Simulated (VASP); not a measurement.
# AlFe (P4/mmm) in VASP: electric field gradients with PBE

Aim: the electric field gradients of AlFe with PBE.

Program: VASP 6.6.1. These are calculated values, not measurements. Logs are shortened: lines on timing, memory, paths and dates and some standing lists are left out, and cuts for length are marked.

### Step 1. The cell of the first run

It takes space group P4/mmm (No. 123, tetragonal). The conventional cell has a = 2.932 Å, b = 2.932 Å, c = 2.866 Å, α = 90.00°, β = 90.00°, γ = 90.00°. Within 3.3 Å of Al (site symmetry 4/mmm) lie 8 Fe at 2.52 Å and 6 Al at 2.87 to 2.93 Å. Within 3.3 Å of Fe (site symmetry 4/mmm) lie 8 Al at 2.52 Å and 6 Fe at 2.87 to 2.93 Å.

### Step 2. Electric field gradients, PBE, collinear spin, ferromagnetic start (z stretched by -1.5 % at fixed volume)

File INCAR:

```
  ALGO = Normal
  EDIFF = 1E-8
  ENCUT = 520
  GGA = PE
  ISIF = 2
  ISMEAR = -1
  ISPIN = 2
  LASPH = T
  LCHARG = F
  LEFG = T
  LMAXMIX = 4
  LORBIT = 11
  LREAL = F
  LWAVE = F
  MAGMOM = 0 3
  NBANDS = 16
  NELM = 150
  PREC = Accurate
  SIGMA = 0.05
```

File KPOINTS:

```
k-points
0
Gamma
  12 12 12
```

File POSCAR:

```
AlFe
1.0
    2.9320736412      0.0000000000      0.0000000000
    0.0000000000      2.9320736412      0.0000000000
    0.0000000000      0.0000000000      2.8663500000
Al Fe
1 1
Direct
    0.0000000000      0.0000000000      0.0000000000
    0.5000000000      0.5000000000      0.5000000000
```

Potentials or basis: VASP PAW PBE potentials, release 64 (Al, Fe).

The run is started by

```sh
$ cat potpaw_PBE.64/Al/POTCAR potpaw_PBE.64/Fe/POTCAR > POTCAR
$ mpirun -np 1 vasp_std > vasp.out
```

OUTCAR:

```text
EDIFF = 1E-8
   ENCUT = 520
   GGA = PE
   ISIF = 2
   ISMEAR = -1
   ISPIN = 2
   LASPH = T
   LORBIT = 11
   LREAL = F
   NELM = 150
   PREC = Accurate

 ion  position               nearest neighbor table
   1  0.000  0.000  0.000-   2 2.52   2 2.52   2 2.52   2 2.52   2 2.52   2 2.52   2 2.52   2 2.52

   2  0.500  0.500  0.500-   1 2.52   1 2.52   1 2.52   1 2.52   1 2.52   1 2.52   1 2.52   1 2.52

  LATTYP: Found a simple tetragonal cell.
 ALAT       =     2.9320736412
 C/A-ratio  =     0.9775845871

  Lattice vectors:

 A1 = (   2.9320736412,   0.0000000000,   0.0000000000)
 A2 = (   0.0000000000,   2.9320736412,   0.0000000000)
 A3 = (   0.0000000000,   0.0000000000,   2.8663500000)

Analysis of symmetry for initial positions (statically):
=====================================================================
 Subroutine PRICEL returns:
 Original cell was already a primitive cell.

 Routine SETGRP: Setting up the symmetry group for a
 simple tetragonal supercell.

 Subroutine GETGRP returns: Found 16 space group operations
 (whereof 16 operations were pure point group operations)
 out of a pool of 16 trial point group operations.

The static configuration has the point symmetry D_4h.

Analysis of symmetry for dynamics (positions and initial velocities):
=====================================================================
 Subroutine PRICEL returns:
 Original cell was already a primitive cell.

 Routine SETGRP: Setting up the symmetry group for a
 simple tetragonal supercell.

 Subroutine GETGRP returns: Found 16 space group operations
 (whereof 16 operations were pure point group operations)
 out of a pool of 16 trial point group operations.

The dynamic configuration has the point symmetry D_4h.

Analysis of structural, dynamic, and magnetic symmetry:
=====================================================================
 Subroutine PRICEL returns:
 Original cell was already a primitive cell.

 Routine SETGRP: Setting up the symmetry group for a
 simple tetragonal supercell.

 Subroutine GETGRP returns: Found 16 space group operations
 (whereof 16 operations were pure point group operations)
 out of a pool of 16 trial point group operations.

The overall configuration has the point symmetry D_4h.

 Subroutine INISYM returns: Found 16 space group operations
 (whereof 16 operations are pure point group operations),
 and found     1 'primitive' translations

----------------------------------------------------------------------------------------

                                     Primitive cell

  volume of cell :      24.6422

  direct lattice vectors                    reciprocal lattice vectors
     2.932073641  0.000000000  0.000000000     0.341055554  0.000000000  0.000000000
     0.000000000  2.932073641  0.000000000     0.000000000  0.341055554  0.000000000
     0.000000000  0.000000000  2.866350000     0.000000000  0.000000000  0.348875748

  length of vectors
     2.932073641  2.932073641  2.866350000     0.341055554  0.341055554  0.348875748

  position of ions in fractional coordinates (direct lattice)
     0.000000000  0.000000000  0.000000000
     0.500000000  0.500000000  0.500000000

  ion indices of the primitive-cell ions
   primitive index   ion index
                 1           1
                 2           2

----------------------------------------------------------------------------------------

 KPOINTS: k-points

Automatic generation of k-mesh.
 Grid dimensions read from file:
 generate k-points for:   12   12   12

 Generating k-lattice:

  Cartesian coordinates                     Fractional coordinates (reciprocal lattice)
     0.028421296  0.000000000  0.000000000     0.083333333  0.000000000  0.000000000
     0.000000000  0.028421296  0.000000000     0.000000000  0.083333333  0.000000000
[... 63 lines left out ...]
   NFREE  =      0    steps in history (QN), initial steepest desc. (CG)
   ISIF   =      2    stress and relaxation
   ISYM   =      2    0-nonsym 1-usesym 2-fastsym
   POTIM  = 0.5000    time-step for ionic-motion
   TEBEG  =    0.0;   TEEND  =   0.0 temperature during run
   PSTRESS=    0.0 pullay stress
   NELECT =      11.0000    total number of electrons
   NUPDOWN=      -1.0000    fix difference up-down
   EMIN   =  10.00;   EMAX   =-10.00  energy-range for DOS
   EFERMI =   0.00;   METHOD = LEGACY
   ISMEAR =    -1;   SIGMA  =   0.05  broadening in eV -4-tet -1-fermi 0-gaus
   EFERMI_NEDOS =   21; number of points for ismear=-14 and -15
   IALGO  =     38    algorithm
   IMIX   =      4    mixing-type and parameters
     AMIX     =   0.40;   BMIX     =  1.00
     AMIX_MAG =   1.60;   BMIX_MAG =  1.00
  volume/ion in A,a.u.               =      12.32        83.15
  Fermi-wavevector in a.u.,A,eV,Ry     =   1.251160  2.364349 21.298567  1.565401
  Thomas-Fermi vector in A             =   2.385120
   LORBIT       =     11    0 simple, 1 ext, 2 COOP (PROOUT), +10 PAW based schemes
   GGA     = PE    functional components
   LHFCALC =     F    Hartree Fock is set to
   AEXX    =    0.0000 exact exchange contribution
   IVDW    =     0    specifies the selected vdW correction
   LEPSILON=     F    determine dielectric tensor
   LRPA    =     F    only Hartree local field effects (RPA)
 spin polarized calculation
  energy-cutoff  :      520.00
  volume of cell :       24.64
 maximum number of plane-waves:       680
 NGX is ok and might be reduce to    24
   NGX = 11   NGY = 11   NGZ = 11

 number of electron      10.9999997 magnetization       0.7411285

 Free energy of the ion-electron system (eV)
  ---------------------------------------------------
  ext. energy  EPLUGINS =         0.00000000
  ---------------------------------------------------
  free energy    TOTEN  =       -12.63940550 eV

  energy without entropy =      -12.62088365  energy(sigma->0) =      -12.63014458

 E-fermi :   7.6728     XC(G=0): -11.9718

 val. band max:        7.6718431990   @ k =   0.5000   0.0833   0.2500
 cond. band min:       7.6732506045   @ k =   0.5000   0.4167   0.4167
 fundamental gap:      0.0014074055
 Fermi energy:         7.6728493815

 spin component 1

 k-point     1 :       0.0000    0.0000    0.0000
  band No.  band energies     occupation
      1      -2.5607      1.00000
      2       5.2144      1.00000
      3       5.2548      1.00000
      4       7.2026      0.99992
      5       7.2213      0.99988
      6       7.2213      0.99988
[... 435 lines left out ...]
      5       6.5974      1.00000
      6       6.7610      1.00000
[... 8 lines left out ...]
     15      26.7677      0.00000
     16      29.2131      0.00000

 [... further k-points ...]

 spin component 2

 k-point     1 :       0.0000    0.0000    0.0000
  band No.  band energies     occupation
      1      -2.5600      1.00000
      2       5.6283      1.00000
      3       5.6406      1.00000
      4       8.0163      0.00104
      5       8.1446      0.00008
      6       8.1446      0.00008
[... 435 lines left out ...]
      5       7.4430      0.99002
      6       7.6286      0.70769
[... 8 lines left out ...]
     15      26.7228      0.00000
     16      29.1347      0.00000

 [... further k-points ...]

------------------------ aborting loop because EDIFF is reached ----------------------------------------

  FORCE on cell =-STRESS in cart. coord.  units (eV):
  Direction    XX          YY          ZZ          XY          YZ          ZX
  --------------------------------------------------------------------------------------
  -------------------------------------------------------------------------------------
  Total       -1.0081508     -1.0081508     -0.6821479      0.0000000      0.0000000      0.0000000
  in kB      -65.5476508    -65.5476508    -44.3516921      0.0000000      0.0000000      0.0000000
  external PRESSURE =     -58.4823312 kB  Pullay stress =       0.0000000 kB

 VOLUME and BASIS-vectors are now :
 -----------------------------------------------------------------------------
  energy-cutoff  :      520.00
  volume of cell :       24.64
      direct lattice vectors                 reciprocal lattice vectors
     2.932073641  0.000000000  0.000000000     0.341055554  0.000000000  0.000000000
     0.000000000  2.932073641  0.000000000     0.000000000  0.341055554  0.000000000
     0.000000000  0.000000000  2.866350000     0.000000000  0.000000000  0.348875748

 POSITION                                       TOTAL-FORCE (eV/Angst)
 -----------------------------------------------------------------------------------
      0.00000      0.00000      0.00000         0.000000      0.000000      0.000000
      1.46604      1.46604      1.43318         0.000000      0.000000      0.000000
 -----------------------------------------------------------------------------------
    total drift:                                0.000000     -0.000000     -0.000000

  FREE ENERGIE OF THE ION-ELECTRON SYSTEM (eV)
  ---------------------------------------------------
  free  energy   TOTEN  =       -12.6394055022 eV

  energy  without entropy=      -12.6208836506  energy(sigma->0) =      -12.63014458

 Electric field gradients (V/A^2)
---------------------------------------------------------------------
 ion       V_xx      V_yy      V_zz      V_xy      V_xz      V_yz
---------------------------------------------------------------------
   1       0.117     0.117    -0.234    -0.000    -0.000    -0.000
   2       1.633     1.633    -3.265     0.000     0.000    -0.000
---------------------------------------------------------------------

 Electric field gradients after diagonalization (V/A^2)
 (convention: |V_zz| > |V_xx| > |V_yy|)
----------------------------------------------------------------------
 ion       V_xx      V_yy      V_zz     asymmetry (V_yy - V_xx)/ V_zz
----------------------------------------------------------------------
   1       0.117     0.117    -0.234       0.000
   2       1.633     1.633    -3.265       0.000
----------------------------------------------------------------------

           NMR quadrupolar parameters

 Cq : quadrupolar parameter    Cq=e*Q*V_zz/h
 eta: asymmetry parameters     (V_yy - V_xx)/ V_zz
 Q  : nuclear electric quadrupole moment in mb (millibarn)
----------------------------------------------------------------------
 ion       Cq(MHz)       eta       Q (mb)
----------------------------------------------------------------------
   1      -0.001       0.000       1.000
   2      -0.008       0.000       1.000
----------------------------------------------------------------------

 total charge

# of ion       s       p       d       tot
------------------------------------------
    1        0.395   0.420   0.000   0.815
    2        0.417   0.476   6.449   7.342
--------------------------------------------------
tot          0.812   0.896   6.449   8.157

 magnetization (x)

# of ion       s       p       d       tot
------------------------------------------
    1       -0.009  -0.017   0.000  -0.026
    2       -0.000   0.008   0.781   0.788
--------------------------------------------------
tot         -0.009  -0.009   0.781   0.763
```

It took 4.1 min on 1 thread of Intel Xeon 8259CL, shared host; peak memory 0.24 GiB.

What came out:

```yaml
Free_energy: -12.6394 eV
Pressure: -5.8 GPa
Net_moment: 0.74 μB per cell
Site_moments: Al -0.03; Fe +0.79 μB
Largest_electric_field_gradient_by_atom: Al -0.2; Fe -3.3 V/Å²
Valence_electrons_inside_the_program's_atomic_spheres: Al 0.81; Fe 7.34
```

Electric field gradients, principal values (V/Å²):
| atom | least | middle | greatest (by size) |
| --- | --- | --- | --- |
| 1 Al | 0.117 | 0.117 | -0.234 |
| 2 Fe | 1.633 | 1.633 | -3.265 |

Caveat: the cell stands under tension; without QUAD_EFG the Cq values of the log hold for a quadrupole moment of 1 mb, not for the nuclei.
